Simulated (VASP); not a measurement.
# PbSe (I4/mmm) in VASP: a series of runs

PbSe is run at these levels: PBE+D3(BJ); tasks: single point.

Everything below comes from runs of VASP 6.6.1. Logs are shortened: lines on timing, memory, paths and dates and some standing lists are left out, and cuts for length are marked.

### 1 The cell of the first run

Symmetry: I4/mmm, No. 139, tetragonal system. Conventional cell: a = 4.331 Å, b = 4.331 Å, c = 6.614 Å, α = 90.00°, β = 90.00°, γ = 90.00°. Within 4.0 Å of Pb (site symmetry 4/mmm) lie 6 Se at 3.06 to 3.31 Å. Se (site symmetry 4/mmm) has 6 Pb at 3.06 to 3.31 Å within 4.0 Å.

### 2 Single point, PBE+D3(BJ) (strain +0.000 along x and y, +0.080 along z)

INCAR

```
SYSTEM = PbSe
ALGO = Normal
EDIFF = 1E-6
ENCUT = 520
GGA = PE
ISIF = 2
ISMEAR = 0
IVDW = 12
LASPH = .True.
LCHARG = .False.
LREAL = .False.
LWAVE = .False.
NBANDS = 17
NELM = 60
PREC = Accurate
SIGMA = 0.03
```

KPOINTS

```
k-points
0
Gamma
  10 10 10
  0 0 0
```

POSCAR

```
PbSe
1.0
    0.0000000000      3.0621500000      3.3071220000
    3.0621500000      0.0000000000      3.3071220000
    3.0621500000      3.0621500000      0.0000000000
Pb Se
1 1
Direct
    0.0000000000      0.0000000000      0.0000000000
    0.5000000000      0.5000000000      0.5000000000
```

Potentials or basis: VASP PAW PBE potentials, release 64 (Pb_d, Se).

Launch:

```
> cat potpaw_PBE.64/Pb_d/POTCAR potpaw_PBE.64/Se/POTCAR > POTCAR
> mpirun -np 1 vasp_std > vasp.out
```

OUTCAR:

```text
SYSTEM = PbSe
   EDIFF = 1E-6
   ENCUT = 520
   GGA = PE
   ISIF = 2
   ISMEAR = 0
   IVDW = 12
   LASPH = .True.
   LREAL = .False.
   NELM = 60
   PREC = Accurate
 IVDW          = 12

 ion  position               nearest neighbor table
   1  0.000  0.000  0.000-   2 3.06   2 3.06   2 3.06   2 3.06   2 3.31   2 3.31
   2  0.500  0.500  0.500-   1 3.06   1 3.06   1 3.06   1 3.06   1 3.31   1 3.31

  LATTYP: Found a body centered tetragonal cell.
 ALAT       =     4.3305340600
 C/A-ratio  =     1.5273506474

  Lattice vectors:

 A1 = (  -3.0621500000,   0.0000000000,   3.3071220000)
 A2 = (   3.0621500000,   0.0000000000,   3.3071220000)
 A3 = (   0.0000000000,   3.0621500000,  -3.3071220000)

Analysis of symmetry for initial positions (statically):
=====================================================================
 Subroutine PRICEL returns:
 Original cell was already a primitive cell.

 Routine SETGRP: Setting up the symmetry group for a
 body centered tetragonal supercell.

 Subroutine GETGRP returns: Found 16 space group operations
 (whereof 16 operations were pure point group operations)
 out of a pool of 16 trial point group operations.

The static configuration has the point symmetry D_4h.

Analysis of symmetry for dynamics (positions and initial velocities):
=====================================================================
 Subroutine PRICEL returns:
 Original cell was already a primitive cell.

 Routine SETGRP: Setting up the symmetry group for a
 body centered tetragonal supercell.

 Subroutine GETGRP returns: Found 16 space group operations
 (whereof 16 operations were pure point group operations)
 out of a pool of 16 trial point group operations.

The dynamic configuration has the point symmetry D_4h.

 Subroutine INISYM returns: Found 16 space group operations
 (whereof 16 operations are pure point group operations),
 and found     1 'primitive' translations

----------------------------------------------------------------------------------------

                                     Primitive cell

  volume of cell :      62.0202

  direct lattice vectors                    reciprocal lattice vectors
     0.000000000  3.062150000  3.307122000    -0.163283967  0.163283967  0.151188858
     3.062150000  0.000000000  3.307122000     0.163283967 -0.163283967  0.151188858
     3.062150000  3.062150000  0.000000000     0.163283967  0.163283967 -0.151188858

  length of vectors
     4.507085371  4.507085371  4.330534060     0.276009744  0.276009744  0.276009744

  position of ions in fractional coordinates (direct lattice)
     0.000000000  0.000000000  0.000000000
     0.500000000  0.500000000  0.500000000

  ion indices of the primitive-cell ions
   primitive index   ion index
                 1           1
                 2           2

----------------------------------------------------------------------------------------

 KPOINTS: k-points

Automatic generation of k-mesh.
 Grid dimensions read from file:
 generate k-points for:   10   10   10

 Generating k-lattice:

  Cartesian coordinates                     Fractional coordinates (reciprocal lattice)
    -0.016328397  0.016328397  0.015118886     0.100000000  0.000000000  0.000000000
     0.016328397 -0.016328397  0.015118886     0.000000000  0.100000000  0.000000000
     0.016328397  0.016328397 -0.015118886     0.000000000  0.000000000  0.100000000

  Length of vectors
     0.027600974  0.027600974  0.027600974

  Shift w.r.t. Gamma in fractional coordinates (k-lattice)
     0.000000000  0.000000000  0.000000000

 Subroutine IBZKPT returns following result:
 ===========================================

 Found    102 irreducible k-points:

 Following reciprocal coordinates:
            Coordinates               Weight
  0.000000  0.000000  0.000000      1.000000
  0.100000  0.000000  0.000000      8.000000
  0.200000  0.000000  0.000000      8.000000
  0.300000  0.000000  0.000000      8.000000
  0.400000  0.000000  0.000000      8.000000
  0.500000  0.000000  0.000000      4.000000
[... 16 lines left out ...]
  0.300000  0.300000  0.000000      2.000000
  0.400000  0.300000  0.000000      8.000000
 [... further k-points ...]
   k-points           NKPTS =    102   k-points in BZ     NKDIM =    102   number of bands    NBANDS=     17
   number of dos      NEDOS =    301   number of ions     NIONS =      2
   total plane-waves  NPLWV =  41472
   dimension x,y,z NGX =    36 NGY =   36 NGZ =   32
   dimension x,y,z NGXF=    72 NGYF=   72 NGZF=   64
   ions per type =               1   1
   NGX,Y,Z   is equivalent  to a cutoff of  13.28, 13.28, 12.28 a.u.
   NGXF,Y,Z  is equivalent  to a cutoff of  26.56, 26.56, 24.57 a.u.
 SYSTEM =  PbSe
   PREC   = accura    normal or accurate (medium, high low for compatibility)
   ISTART =      0    job   : 0-new  1-cont  2-samecut
   ICHARG =      2    charge: 1-file 2-atom 10-const
   ISPIN  =      1    spin polarized calculation?
   LNONCOLLINEAR =      F non collinear calculations
   LSORBIT =      F    spin-orbit coupling
   LASPH  =      T    aspherical Exc in radial PAW
   ENCUT  =  520.0 eV  38.22 Ry    6.18 a.u.   8.38  8.38  8.05*2*pi/ulx,y,z
   NELM   =     60;   NELMIN=  2; NELMDL= -5     # of ELM steps
   EDIFF  = 0.1E-05   stopping-criterion for ELM
   LREAL  =      F    real-space projection
   EDIFFG = 0.1E-04   stopping-criterion for IOM
   NSW    =      0    number of steps for IOM
   IBRION =     -1    ionic relax: 0-MD 1-quasi-New 2-CG
   NFREE  =      0    steps in history (QN), initial steepest desc. (CG)
   ISIF   =      2    stress and relaxation
   ISYM   =      2    0-nonsym 1-usesym 2-fastsym
   POTIM  = 0.5000    time-step for ionic-motion
   TEBEG  =    0.0;   TEEND  =   0.0 temperature during run
   PSTRESS=    0.0 pullay stress
   NELECT =      20.0000    total number of electrons
   NUPDOWN=      -1.0000    fix difference up-down
   EMIN   =  10.00;   EMAX   =-10.00  energy-range for DOS
   EFERMI =   0.00;   METHOD = LEGACY
   ISMEAR =     0;   SIGMA  =   0.03  broadening in eV -4-tet -1-fermi 0-gaus
   EFERMI_NEDOS =   21; number of points for ismear=-14 and -15
   IALGO  =     38    algorithm
   IMIX   =      4    mixing-type and parameters
     AMIX     =   0.40;   BMIX     =  1.00
     AMIX_MAG =   1.60;   BMIX_MAG =  1.00
  volume/ion in A,a.u.               =      31.01       209.27
  Fermi-wavevector in a.u.,A,eV,Ry     =   1.122640  2.121482 17.147698  1.260320
  Thomas-Fermi vector in A             =   2.259301
   LORBIT       =      0    0 simple, 1 ext, 2 COOP (PROOUT), +10 PAW based schemes
   GGA     = PE    functional components
   LHFCALC =     F    Hartree Fock is set to
   AEXX    =    0.0000 exact exchange contribution
   IVDW    =    12    specifies the selected vdW correction
   LEPSILON=     F    determine dielectric tensor
   LRPA    =     F    only Hartree local field effects (RPA)
 non-spin polarized calculation
 Gauss-broadening in eV      SIGMA  =   0.03
  energy-cutoff  :      520.00
  volume of cell :       62.02
 maximum number of plane-waves:      1688
 NGX is ok and might be reduce to    36
   NGX = 17   NGY = 17   NGZ = 17

 number of electron      20.0000000 magnetization

 Free energy of the ion-electron system (eV)
  ---------------------------------------------------
  ext. energy  EPLUGINS =         0.00000000
  ---------------------------------------------------
  free energy    TOTEN  =        -8.12928871 eV

  energy without entropy =       -8.12928871  energy(sigma->0) =       -8.12928871

 E-fermi :   4.3737     XC(G=0):  -9.1634

 val. band max:        4.1894104102   @ k =   0.5000   0.0000   0.0000
 cond. band min:       4.5933123186   @ k =   0.5000   0.0000   0.0000
 fundamental gap:      0.4039019084
 Fermi energy:         4.3736900616

 k-point     1 :       0.0000    0.0000    0.0000
  band No.  band energies     occupation
      1     -12.6138      2.00000
      2     -12.5965      2.00000
      3     -12.5965      2.00000
      4     -12.5686      2.00000
      5     -12.5551      2.00000
      6      -8.8494      2.00000
[... 9 lines left out ...]
     16      10.9987      0.00000
     17      11.3227      0.00000

 k-point     2 :       0.1000    0.0000    0.0000
  band No.  band energies     occupation
      1     -12.6136      2.00000
      2     -12.5962      2.00000
      3     -12.5952      2.00000
      4     -12.5666      2.00000
      5     -12.5569      2.00000
      6      -8.7835      2.00000
[... 9 lines left out ...]
     16      11.1842      0.00000
     17      11.9469      0.00000

 k-point     3 :       0.2000    0.0000    0.0000
  band No.  band energies     occupation
      1     -12.6140      2.00000
      2     -12.5953      2.00000
      3     -12.5921      2.00000
      4     -12.5609      2.00000
      5     -12.5609      2.00000
      6      -8.5972      2.00000
[... 9 lines left out ...]
     16      11.6755      0.00000
     17      13.2498      0.00000

 k-point     4 :       0.3000    0.0000    0.0000
  band No.  band energies     occupation
      1     -12.6156      2.00000
      2     -12.5940      2.00000
      3     -12.5898      2.00000
      4     -12.5644      2.00000
      5     -12.5529      2.00000
      6      -8.3303      2.00000
[... 9 lines left out ...]
     16      12.4455      0.00000
     17      14.6986      0.00000
[... 343 lines left out ...]
      1     -12.6127      2.00000
      2     -12.5969      2.00000
      3     -12.5864      2.00000
      4     -12.5726      2.00000
      5     -12.5458      2.00000
      6      -8.2078      2.00000
[... 9 lines left out ...]
     16      12.4593      0.00000
     17      14.1384      0.00000

 k-point    23 :       0.3000    0.3000    0.0000
  band No.  band energies     occupation
      1     -12.6529      2.00000
      2     -12.5791      2.00000
      3     -12.5791      2.00000
      4     -12.5750      2.00000
      5     -12.5489      2.00000
      6      -8.2755      2.00000
[... 9 lines left out ...]
     16      14.2701      0.00000
     17      14.3863      0.00000

 k-point    24 :       0.4000    0.3000    0.0000
  band No.  band energies     occupation
      1     -12.6594      2.00000
      2     -12.5772      2.00000
      3     -12.5759      2.00000
      4     -12.5734      2.00000
      5     -12.5496      2.00000
      6      -8.1038      2.00000
[... 9 lines left out ...]
     16      14.8713      0.00000
     17      15.4310      0.00000

 [... further k-points ...]

------------------------ aborting loop because EDIFF is reached ----------------------------------------

 Edisp (eV)   -0.68118

 E8    (eV) :    -0.3181

  FORCE on cell =-STRESS in cart. coord.  units (eV):
  Direction    XX          YY          ZZ          XY          YZ          ZX
  --------------------------------------------------------------------------------------
  -------------------------------------------------------------------------------------
  Total      -0.08669    -0.08669    -2.35841     0.00000     0.00000     0.00000
  in kB      -2.23947    -2.23947   -60.92521     0.00000     0.00000     0.00000
  external pressure =      -21.80 kB  Pullay stress =        0.00 kB

 VOLUME and BASIS-vectors are now :
 -----------------------------------------------------------------------------
  energy-cutoff  :      520.00
  volume of cell :       62.02
      direct lattice vectors                 reciprocal lattice vectors
     0.000000000  3.062150000  3.307122000    -0.163283967  0.163283967  0.151188858
     3.062150000  0.000000000  3.307122000     0.163283967 -0.163283967  0.151188858
     3.062150000  3.062150000  0.000000000     0.163283967  0.163283967 -0.151188858

 POSITION                                       TOTAL-FORCE (eV/Angst)
 -----------------------------------------------------------------------------------
      0.00000      0.00000      0.00000         0.000000     -0.000000      0.000000
      3.06215      3.06215      3.30712         0.000000      0.000000     -0.000000
 -----------------------------------------------------------------------------------
    total drift:                                0.000000      0.000000      0.000000

  FREE ENERGIE OF THE ION-ELECTRON SYSTEM (eV)
  ---------------------------------------------------
  free  energy   TOTEN  =        -8.8104655274 eV

  energy  without entropy=       -8.8104655274  energy(sigma->0) =       -8.81046553
```

Run time: 2.4 min. Hardware: 1 thread of Intel Xeon 8259CL, shared host; peak memory 0.28 GiB.

Results:

| Quantity | Value |
| --- | --- |
| Free energy | -8.8105 eV |
| Pressure | -2.2 GPa |
| Band gap on the k mesh | 0.40 eV |
| Dispersion energy per atom | -0.341 eV |

Caveat: the cell differs from its parent crystal (strain +0.000 along x and y, +0.080 along z); the stress differs along the axes, from -6 to -0 GPa; spin-orbit coupling is left out, which moves the levels of the heavy elements. A k mesh can miss the band edges.

### 3 Single point, PBE+D3(BJ) (strain +0.040 along x and y, +0.000 along z)

INCAR

```
PREC = Accurate
ENCUT = 520
EDIFF = 1E-7
ISMEAR = 0
SIGMA = 0.03
LREAL = F
LASPH = T
NELM = 60
ALGO = Normal
ISIF = 2
LWAVE = F
LCHARG = F
GGA = PE
IVDW = 12
NBANDS = 17
```

KPOINTS

```
regular mesh
0
Gamma
  10 10 10
```

POSCAR

```
PbSe
1.0
    0.0000000000      3.1846360000      3.0621500000
    3.1846360000      0.0000000000      3.0621500000
    3.1846360000      3.1846360000      0.0000000000
Pb Se
1 1
Direct
    0.0000000000      0.0000000000      0.0000000000
    0.5000000000      0.5000000000      0.5000000000
```

Potentials or basis: VASP PAW PBE potentials, release 64 (Pb_d, Se).

Launch:

```
> cat potpaw_PBE.64/Pb_d/POTCAR potpaw_PBE.64/Se/POTCAR > POTCAR
> mpirun -np 1 vasp_std > vasp.out
```

Wall time 2.9 min (1 thread of Intel Xeon 8259CL, shared host); peak memory 0.28 GiB.

The run converged. Its results:

| Item | Value |
| --- | --- |
| Free energy | -8.8517 eV |
| Pressure | -2.6 GPa |
| Band gap on the k mesh | 0.49 eV |
| Dispersion energy per atom | -0.340 eV |

Stress tensor (GPa, compression positive):
```
-3.88  0.00  0.00
 0.00 -3.88  0.00
 0.00  0.00 -0.16
```

Levels at points of the mesh, in eV from the valence-band top:
```tsv
k point	band 7	band 8	band 9	band 10	band 11	band 12	band 13	band 14
(0.00, 0.00, 0.00)	-6.40	-1.74	-1.40	-1.40	4.28	4.28	5.13	6.63
(0.50, 0.00, 0.00)	-8.38	-1.19	-1.13	0.00	0.49	1.77	1.98	8.46
(0.50, 0.50, 0.00)	-7.33	-4.38	-2.78	-2.78	3.95	5.20	5.20	6.05
(0.50, 0.00, 0.50)	-7.19	-4.30	-2.91	-2.51	4.09	4.97	5.57	5.83
```

Caveat: the cell differs from its parent crystal (strain +0.040 along x and y, +0.000 along z); spin-orbit coupling is left out, which moves the levels of the heavy elements. A k mesh can miss the band edges.

### 4 Single point, PBE+D3(BJ) (strain +0.080 along x and y, +0.000 along z)

INCAR

```
SYSTEM = PbSe
  PREC = Accurate
  ENCUT = 520
  EDIFF = 1E-6
  ISMEAR = 0
  SIGMA = 0.03
  LREAL = .False.
  LASPH = .True.
  NELM = 60
  ALGO = Normal
  ISIF = 2
  LWAVE = .False.
  LCHARG = .False.
  GGA = PE
  IVDW = 12
  NBANDS = 17
```

KPOINTS

```
Automatic mesh
0
Gamma
  10 10 10
  0 0 0
```

POSCAR

```
PbSe
1.0
    0.0000000000      3.3071220000      3.0621500000
    3.3071220000      0.0000000000      3.0621500000
    3.3071220000      3.3071220000      0.0000000000
Pb Se
1 1
Direct
    0.0000000000      0.0000000000      0.0000000000
    0.5000000000      0.5000000000      0.5000000000
```

Launch:

```
> cat potpaw_PBE.64/Pb_d/POTCAR potpaw_PBE.64/Se/POTCAR > POTCAR
> mpirun -np 1 vasp_std > vasp.out
```

It took 2.7 min on 1 thread of Intel Xeon 8259CL, shared host; peak memory 0.29 GiB.

Results (log left out):

```yaml
Free_energy: -8.7253 eV
Pressure: -4.3 GPa
Band_gap_on_the_k_mesh: 0.57 eV
Dispersion_energy_per_atom: -0.337 eV
```

Stress tensor (GPa, compression positive):
```
-6.15  0.00  0.00
 0.00 -6.15  0.00
 0.00  0.00 -0.75
```

Levels at points of the mesh, in eV from the valence-band top:
| k point | band 7 | band 8 | band 9 | band 10 | band 11 | band 12 | band 13 | band 14 |
| --- | --- | --- | --- | --- | --- | --- | --- | --- |
| (0.00, 0.00, 0.00) | -6.54 | -1.73 | -1.07 | -1.07 | 3.83 | 3.83 | 5.41 | 6.65 |
| (0.50, 0.00, 0.00) | -8.15 | -1.02 | -0.95 | 0.00 | 0.57 | 1.75 | 2.14 | 8.27 |
| (0.50, 0.50, 0.00) | -7.33 | -3.96 | -2.48 | -2.48 | 4.09 | 4.77 | 4.77 | 5.99 |
| (0.50, 0.00, 0.50) | -7.13 | -3.79 | -2.73 | -1.98 | 4.36 | 4.36 | 5.07 | 5.94 |

Caveat: the cell differs from its parent crystal (strain +0.080 along x and y, +0.000 along z); the stress differs along the axes, from -6 to -1 GPa; spin-orbit coupling is left out, which moves the levels of the heavy elements.

### 5 The runs side by side

| cell | gap on the mesh (eV) | pressure (GPa) |
| --- | --- | --- |
| a = 4.507, b = 4.507, c = 4.331 Å, angles 61.3, 61.3, 57.4°, 2 atoms | 0.40 | -2.2 |
| a = 4.418, b = 4.418, c = 4.504 Å, angles 59.4, 59.4, 61.3°, 2 atoms | 0.49 | -2.6 |
| a = 4.507, b = 4.507, c = 4.677 Å, angles 58.7, 58.7, 62.5°, 2 atoms | 0.57 | -4.3 |

Alike in all rows: task single point; level PBE+D3(BJ); potentials or basis VASP PAW PBE potentials, release 64 (Pb_d, Se); no spin polarisation; k mesh 10 × 10 × 10; cutoff (eV) 520; smearing gaussian 0.03 eV.

Caveats: spin-orbit coupling is left out, which moves the levels of the heavy elements; the stress differs along the axes, from -6 to -0 GPa (at least some runs); the stress differs along the axes, from -6 to -1 GPa (at least some runs).

Total energies depend on the potentials used, so only differences within one code and one set of settings carry meaning.
